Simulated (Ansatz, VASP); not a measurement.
V in VASP and in Ansatz

INCAR

```
PREC = Accurate
ENCUT = 600
EDIFF = 1E-6
ISMEAR = -1
SIGMA = 0.05
LREAL = F
LASPH = T
NELM = 150
ALGO = Normal
ISIF = 3
LWAVE = F
LCHARG = F
ISPIN = 2
MAGMOM = 2
LORBIT = 11
LMAXMIX = 4
GGA = RP
IBRION = 2
NSW = 80
EDIFFG = -0.005
```

Contents of KPOINTS:

```
Automatic mesh
0
Gamma
  9 9 9
```

The input POSCAR:

```
V
1.0
   -1.5143500000      1.5143500000      1.5143500000
    1.5143500000     -1.5143500000      1.5143500000
    1.5143500000      1.5143500000     -1.5143500000
V
1
Direct
    0.0000000000      0.0000000000      0.0000000000
```

File input.yaml:

```yaml
crystal:
  lattice:
    - [-1.51435, 1.51435, 1.51435]
    - [1.51435, -1.51435, 1.51435]
    - [1.51435, 1.51435, -1.51435]
  atoms:
    - { symbol: V, position: [0.0, 0.0, 0.0], spin: 2.0 }
kpoints:
  mp_grid: { grid: [9, 9, 9] }
scf:
  occupations: { method: fermi_dirac, width: 0.05 }
hamiltonian:
  xc: rpbe
  pseudopotentials: { kind: all_electron, lapw: { basis_error: 0.001 } }
magnetization:
  spin_polarized: true
output:
  forces: true
  stress: true
relax:
  f_tol: 0.005
  max_steps: 60
  cell: {}
```

Alike in both runs: task relaxation of cell and atoms; functional RPBE; k mesh 9 × 9 × 9; occupations fermi-dirac, width 0.05 eV; collinear spin.

```csv
,VASP,Ansatz
version,VASP 6.6.1,Ansatz 0.2.0
potentials or method,"VASP PAW PBE potentials, release 64 (V_sv), cutoff 600 eV","all-electron LAPW, scalar-relativistic"
```

Ansatz gave:

* net moment per atom (μB): 0.20
* size of the moment on the site where the two differ most (μB): 0.16
* relaxed volume (Å³/atom): 13.78
* relaxed cell length with the largest relative difference (Å): 2.616

Estimate VASP's values.

net moment per atom (μB): 0.20; size of the moment on the site where the two differ most (μB): 0.15; relaxed volume (Å³/atom): 13.80; relaxed cell length with the largest relative difference (Å): 2.617.

VASP's potentials were made for PBE, not for RPBE. Site moments also hang on the region over which each program counts them. Ansatz ran all-electron here, and VASP with PAW potentials.

Noted on Ansatz's run: the k mesh is thin for a metal, which can move the energy by tens of meV per atom.
